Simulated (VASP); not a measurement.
# MnS (Fm-3m) in VASP: a series of runs, part 2 of 3

VASP 6.6.1. The steps go on from the part before.

**3. Single point, PBE0, collinear spin, ferromagnetic start**

POSCAR reads:

```
MnS
1.0
    0.0000000000      2.6045000000      2.6045000000
    2.6045000000      0.0000000000      2.6045000000
    2.6045000000      2.6045000000      0.0000000000
Mn S
1 1
Direct
    0.0000000000      0.0000000000      0.0000000000
    0.5000000000      0.5000000000      0.5000000000
```

INCAR.step1 reads:

```
SYSTEM = MnS
PREC     = Accurate       ! precision mode
ENCUT    = 520            ! plane-wave cutoff, eV
EDIFF    = 1E-5           ! SCF threshold, eV
ISMEAR   = -1             ! smearing method
SIGMA    = 0.05           ! smearing width, eV
LREAL    = .False.        ! projectors in reciprocal space
LASPH    = .True.         ! aspherical terms in the spheres
NELM     = 150            ! most SCF steps
ALGO     = Normal         ! electronic algorithm
ISIF     = 2              ! what is computed and relaxed
LWAVE    = .True.         ! write WAVECAR
LCHARG   = .False.        ! write CHGCAR
ISPIN    = 2              ! spin polarisation
MAGMOM   = 4 0            ! initial moments
LORBIT   = 11             ! projections on sites
LMAXMIX  = 4              ! l up to which the mixer works
GGA      = PE             ! functional
NBANDS   = 20             ! bands
```

INCAR.step2 reads:

```
SYSTEM = MnS
PREC     = Accurate       ! precision mode
ENCUT    = 520            ! plane-wave cutoff, eV
EDIFF    = 1E-6           ! SCF threshold, eV
ISMEAR   = -1             ! smearing method
SIGMA    = 0.05           ! smearing width, eV
LREAL    = .False.        ! projectors in reciprocal space
LASPH    = .True.         ! aspherical terms in the spheres
NELM     = 150            ! most SCF steps
ALGO     = Normal         ! electronic algorithm
ISIF     = 2              ! what is computed and relaxed
LWAVE    = .False.        ! write WAVECAR
LCHARG   = .False.        ! write CHGCAR
ISPIN    = 2              ! spin polarisation
MAGMOM   = 4 0            ! initial moments
LORBIT   = 11             ! projections on sites
LMAXMIX  = 4              ! l up to which the mixer works
GGA      = PE             ! functional
LHFCALC  = .True.         ! exact exchange
AEXX     = 0.25           ! exact-exchange fraction
PRECFOCK = Normal       
ISTART   = 1            
NBANDS   = 20             ! bands
```

KPOINTS reads:

```
Automatic mesh
0
Gamma
  5 5 5
  0 0 0
```

Potentials or basis: VASP PAW PBE potentials, release 64 (Mn_pv, S).

Launch:

```
$ cat potpaw_PBE.64/Mn_pv/POTCAR potpaw_PBE.64/S/POTCAR > POTCAR
$ cp INCAR.step1 INCAR
$ mpirun -np 1 vasp_std > vasp.out
$ cp INCAR.step2 INCAR
$ mpirun -np 1 vasp_std > vasp.out
```

OUTCAR:

```text
SYSTEM = MnS
   PREC = Accurate
   ENCUT = 520
   EDIFF = 1E-6
   ISMEAR = -1
   LREAL = .False.
   LASPH = .True.
   NELM = 150
   ISIF = 2
   ISPIN = 2
   LORBIT = 11
   GGA = PE
   LHFCALC = .True.
   AEXX = 0.25
   PRECFOCK = Normal
   ISTART = 1

 ion  position               nearest neighbor table
   1  0.000  0.000  0.000-   2 2.60   2 2.60   2 2.60   2 2.60   2 2.60   2 2.60
   2  0.500  0.500  0.500-   1 2.60   1 2.60   1 2.60   1 2.60   1 2.60   1 2.60

  LATTYP: Found a face centered cubic cell.
 ALAT       =     5.2090000000

  Lattice vectors:

 A1 = (   0.0000000000,   2.6045000000,   2.6045000000)
 A2 = (   2.6045000000,   0.0000000000,   2.6045000000)
 A3 = (   2.6045000000,   2.6045000000,   0.0000000000)

Analysis of symmetry for initial positions (statically):
=====================================================================
 Subroutine PRICEL returns:
 Original cell was already a primitive cell.

 Routine SETGRP: Setting up the symmetry group for a
 face centered cubic supercell.
[... 420 lines left out ...]
      4      -9.7935      1.00000
      5       4.2498      1.00000
      6       4.2498      1.00000
[... 219 lines left out ...]
     19      24.6565      0.00000
     20      25.2908      0.00000

------------------------ aborting loop because EDIFF is reached ----------------------------------------

  FORCE on cell =-STRESS in cart. coord.  units (eV):
  Direction    XX          YY          ZZ          XY          YZ          ZX
  --------------------------------------------------------------------------------------
  -------------------------------------------------------------------------------------
  Total        0.3951304      0.3951304      0.3951304      0.0000000      0.0000000     -0.0000000
  in kB       17.9162832     17.9162832     17.9162832      0.0000000      0.0000000     -0.0000000
  external PRESSURE =      17.9162832 kB  Pullay stress =       0.0000000 kB

 VOLUME and BASIS-vectors are now :
 -----------------------------------------------------------------------------
  energy-cutoff  :      520.00
  volume of cell :       35.33
      direct lattice vectors                 reciprocal lattice vectors
     0.000000000  2.604500000  2.604500000    -0.191975427  0.191975427  0.191975427
     2.604500000  0.000000000  2.604500000     0.191975427 -0.191975427  0.191975427
     2.604500000  2.604500000  0.000000000     0.191975427  0.191975427 -0.191975427

 POSITION                                       TOTAL-FORCE (eV/Angst)
 -----------------------------------------------------------------------------------
      0.00000      0.00000      0.00000         0.000000     -0.000000      0.000000
      2.60450      2.60450      2.60450        -0.000000      0.000000     -0.000000
 -----------------------------------------------------------------------------------
    total drift:                               -0.000000     -0.000000      0.000000

  FREE ENERGIE OF THE ION-ELECTRON SYSTEM (eV)
  ---------------------------------------------------
  free  energy   TOTEN  =       -22.1603585723 eV

  energy  without entropy=      -22.1603585716  energy(sigma->0) =      -22.16035857

 total charge

# of ion       s       p       d       tot
------------------------------------------
    1        0.209   6.166   4.883  11.258
    2        1.311   2.488   0.000   3.798
--------------------------------------------------
tot          1.520   8.654   4.883  15.057

 magnetization (x)

# of ion       s       p       d       tot
------------------------------------------
    1        0.043   0.033   4.484   4.559
    2        0.023   0.090   0.000   0.113
--------------------------------------------------
tot          0.066   0.122   4.484   4.672
```

OUTCAR.step1:

```text
SYSTEM = MnS
   PREC = Accurate
   ENCUT = 520
   EDIFF = 1E-5
   ISMEAR = -1
   LREAL = .False.
   LASPH = .True.
   NELM = 150
   ISIF = 2
   ISPIN = 2
   LORBIT = 11
   GGA = PE
[... 689 lines left out ...]

 total charge

# of ion       s       p       d       tot
------------------------------------------
    1        0.214   6.161   4.938  11.312
    2        1.328   2.391   0.000   3.719
--------------------------------------------------
tot          1.542   8.551   4.938  15.031

 magnetization (x)

# of ion       s       p       d       tot
------------------------------------------
    1        0.049   0.038   4.104   4.192
    2        0.025   0.054   0.000   0.079
--------------------------------------------------
tot          0.074   0.092   4.104   4.271
```

OSZICAR.step1:

```text
N       E                     dE             d eps       ncg     rms          rms(c)
DAV:   1     0.154951286126E+03    0.15495E+03   -0.10169E+04   800   0.973E+02
DAV:   2    -0.745600838164E+01   -0.16241E+03   -0.15333E+03   844   0.286E+02
DAV:   3    -0.151120477268E+02   -0.76560E+01   -0.75791E+01   924   0.668E+01
DAV:   4    -0.152029740031E+02   -0.90926E-01   -0.90882E-01   916   0.753E+00
DAV:   5    -0.152043575020E+02   -0.13835E-02   -0.13835E-02   884   0.979E-01    0.114E+01
DAV:   6    -0.141720488517E+02    0.10323E+01   -0.56366E+00   884   0.277E+01    0.109E+01
DAV:   7    -0.140721914929E+02    0.99857E-01   -0.78672E-01   868   0.120E+01    0.596E+00
DAV:   8    -0.140751805178E+02   -0.29890E-02   -0.33765E-02   868   0.150E+00    0.329E+00
DAV:   9    -0.140690538665E+02    0.61267E-02   -0.17367E-02   856   0.122E+00    0.515E-01
DAV:  10    -0.140707928232E+02   -0.17390E-02   -0.34222E-03   840   0.489E-01    0.190E-01
DAV:  11    -0.140708648012E+02   -0.71978E-04   -0.48896E-04   884   0.148E-01    0.117E-01
DAV:  12    -0.140709000034E+02   -0.35202E-04   -0.75179E-05   864   0.727E-02    0.836E-02
DAV:  13    -0.140709210828E+02   -0.21079E-04   -0.10136E-05   692   0.314E-02    0.510E-02
DAV:  14    -0.140709308750E+02   -0.97922E-05   -0.68368E-06   648   0.223E-02
   1 F= -.14070931E+02 E0= -.14066866E+02  d E =-.812977E-02  mag=     4.5914
```

It took 40 min on 1 thread of Intel Xeon Platinum 8259CL at 2.50GHz (Skylake/Cascade Lake), shared host; peak memory 0.2 GiB.

Results:

| Property | Result |
| --- | --- |
| Free energy | -22.1604 eV |
| Pressure | 1.8 GPa |
| Band gap on the k mesh | 1.92 eV (least direct gap 4.14 eV) |
| Net moment | 5.00 μB per cell |
| Site moments | Mn +4.56; S +0.11 μB |
| Valence electrons inside the program's atomic spheres | Mn 11.26; S 3.80 |

Caveat: the PAW data sets were made with another functional, which shifts forces and pressure a little; an odd mesh through Γ misses points on the zone boundary, where band edges can lie; a cell with one magnetic atom can't hold antiferromagnetic order, which such compounds often take.

**4. Single point, PBE-based screened hybrid with 25 % exact exchange, collinear spin, ferromagnetic start**

This run uses another cell than the first one, of 18.06 Å³/atom.

POSCAR reads:

```
MnS
1.0
    0.0000000000      2.6237837105      2.6237837105
    2.6237837105      0.0000000000      2.6237837105
    2.6237837105      2.6237837105      0.0000000000
Mn S
1 1
Direct
    0.0000000000      0.0000000000      0.0000000000
    0.5000000000      0.5000000000      0.5000000000
```

INCAR.step1 reads:

```
SYSTEM = MnS
ALGO = Normal
EDIFF = 1E-5
ENCUT = 520
GGA = PE
ISIF = 2
ISMEAR = -1
ISPIN = 2
LASPH = .True.
LCHARG = .False.
LMAXMIX = 4
LORBIT = 11
LREAL = .False.
LWAVE = .True.
MAGMOM = 4 0
NBANDS = 20
NELM = 150
PREC = Accurate
SIGMA = 0.05
```

INCAR.step2 reads:

```
SYSTEM = MnS
AEXX = 0.25
ALGO = Normal
EDIFF = 1E-6
ENCUT = 520
GGA = PE
HFSCREEN = 0.3
ISIF = 2
ISMEAR = -1
ISPIN = 2
ISTART = 1
LASPH = .True.
LCHARG = .False.
LHFCALC = .True.
LMAXMIX = 4
LORBIT = 11
LREAL = .False.
LWAVE = .False.
MAGMOM = 4 0
NBANDS = 20
NELM = 150
PREC = Accurate
PRECFOCK = Normal
SIGMA = 0.05
```

KPOINTS reads:

```
k-points
0
Gamma
  5 5 5
  0 0 0
```

Launch:

```
$ cat potpaw_PBE.64/Mn_pv/POTCAR potpaw_PBE.64/S/POTCAR > POTCAR
$ cp INCAR.step1 INCAR
$ mpirun -np 1 vasp_std > vasp.out
$ cp INCAR.step2 INCAR
$ mpirun -np 1 vasp_std > vasp.out
```

Run time: 65 min. Hardware: 1 thread of Intel Xeon Platinum 8375C at 2.90GHz (Ice Lake), shared host; peak memory 0.29 GiB.

The run converged. Its results:

* Free energy: -19.7620 eV
* Pressure: 0.0 GPa
* Band gap on the k mesh: 1.12 eV (least direct gap 3.20 eV)
* Net moment: 5.00 μB per cell
* Site moments: Mn +4.56; S +0.11 μB
* Valence electrons inside the program's atomic spheres: Mn 11.24; S 3.79

Levels at points of the mesh, in eV from the valence-band top:
Spin up:
```tsv
k point	band 10	band 11	band 12	band 13	band 14	band 15
(0.00, 0.00, 0.00)	-1.56	-1.56	-1.56	2.66	9.60	9.60
```
Spin down:
```csv
k point,band 3,band 4,band 5,band 6,band 7,band 8,band 9,band 10,band 11,band 12
"(0.00, 0.00, 0.00)",-47.96,-14.98,-1.23,-1.23,-1.23,2.56,2.56,2.56,2.59,2.59
```

Caveat: the PAW data sets were made with another functional, which shifts forces and pressure a little; an odd mesh through Γ misses points on the zone boundary, where band edges can lie; a cell with one magnetic atom can't hold antiferromagnetic order, which such compounds often take.

**5. Single point, PBE-based screened hybrid with 25 % exact exchange, collinear spin, ferromagnetic start**

POSCAR reads:

```
MnS
1.0
    0.0000000000      2.6045000000      2.6045000000
    2.6045000000      0.0000000000      2.6045000000
    2.6045000000      2.6045000000      0.0000000000
Mn S
1 1
Direct
    0.0000000000      0.0000000000      0.0000000000
    0.5000000000      0.5000000000      0.5000000000
```

INCAR.step1 reads:

```
PREC     = Accurate       # precision mode
ENCUT    = 400            # plane-wave cutoff, eV
EDIFF    = 1E-5           # SCF threshold, eV
ISMEAR   = -1             # smearing method
SIGMA    = 0.05           # smearing width, eV
LREAL    = False          # projectors in reciprocal space
LASPH    = True           # aspherical terms in the spheres
NELM     = 200            # most SCF steps
ALGO     = Normal         # electronic algorithm
ISIF     = 2              # what is computed and relaxed
LWAVE    = True           # write WAVECAR
LCHARG   = False          # write CHGCAR
ISPIN    = 2              # spin polarisation
MAGMOM   = 4 0            # initial moments
LORBIT   = 11             # projections on sites
LMAXMIX  = 4              # l up to which the mixer works
GGA      = PE             # functional
NBANDS   = 20             # bands
GGA_COMPAT= False
```

INCAR.step2 reads:

```
PREC     = Accurate       # precision mode
ENCUT    = 400            # plane-wave cutoff, eV
EDIFF    = 1E-6           # SCF threshold, eV
ISMEAR   = -1             # smearing method
SIGMA    = 0.05           # smearing width, eV
LREAL    = False          # projectors in reciprocal space
LASPH    = True           # aspherical terms in the spheres
NELM     = 200            # most SCF steps
ALGO     = Normal         # electronic algorithm
ISIF     = 2              # what is computed and relaxed
LWAVE    = False          # write WAVECAR
LCHARG   = False          # write CHGCAR
ISPIN    = 2              # spin polarisation
MAGMOM   = 4 0            # initial moments
LORBIT   = 11             # projections on sites
LMAXMIX  = 4              # l up to which the mixer works
GGA      = PE             # functional
LHFCALC  = True           # exact exchange
AEXX     = 0.25           # exact-exchange fraction
HFSCREEN = 0.2078699      # screening, 1/A
PRECFOCK = Normal       
ISTART   = 1            
NBANDS   = 20             # bands
GGA_COMPAT= False
```

KPOINTS reads:

```
regular mesh
0
Gamma
  5 5 5
```

Launch:

```
$ cat potpaw_PBE.64/Mn_pv/POTCAR potpaw_PBE.64/S/POTCAR > POTCAR
$ cp INCAR.step1 INCAR
$ mpirun -np 1 vasp_std > vasp.out
$ cp INCAR.step2 INCAR
$ mpirun -np 1 vasp_std > vasp.out
```

Run time: 33 min. Hardware: 1 thread of Intel Xeon Platinum 8259CL at 2.50GHz (Skylake/Cascade Lake), shared host; peak memory 0.26 GiB.

The run converged. Its results:

```yaml
Free_energy: -20.4378 eV
Pressure: 1.3 GPa
Band_gap_on_the_k_mesh: 1.18 eV (least direct gap 3.39 eV)
Net_moment: 5.00 μB per cell
Site_moments: Mn +4.56; S +0.11 μB
Valence_electrons_inside_the_program's_atomic_spheres: Mn 11.26; S 3.80
```

Levels at points of the mesh, in eV from the valence-band top:
Spin up:
```csv
k point,band 9,band 10,band 11,band 12,band 13,band 14,band 15,band 16
"(0.00, 0.00, 0.00)",-4.89,-1.65,-1.65,-1.65,2.97,9.83,9.83,9.83
```
Spin down:
```tsv
k point	band 5	band 6	band 7	band 8	band 9	band 10
(0.00, 0.00, 0.00)	-1.28	-1.28	-1.28	2.70	2.70	2.70
```

Caveat: the PAW data sets were made with another functional, which shifts forces and pressure a little; an odd mesh through Γ misses points on the zone boundary, where band edges can lie; a cell with one magnetic atom can't hold antiferromagnetic order, which such compounds often take.

[end of part 2 of 3]
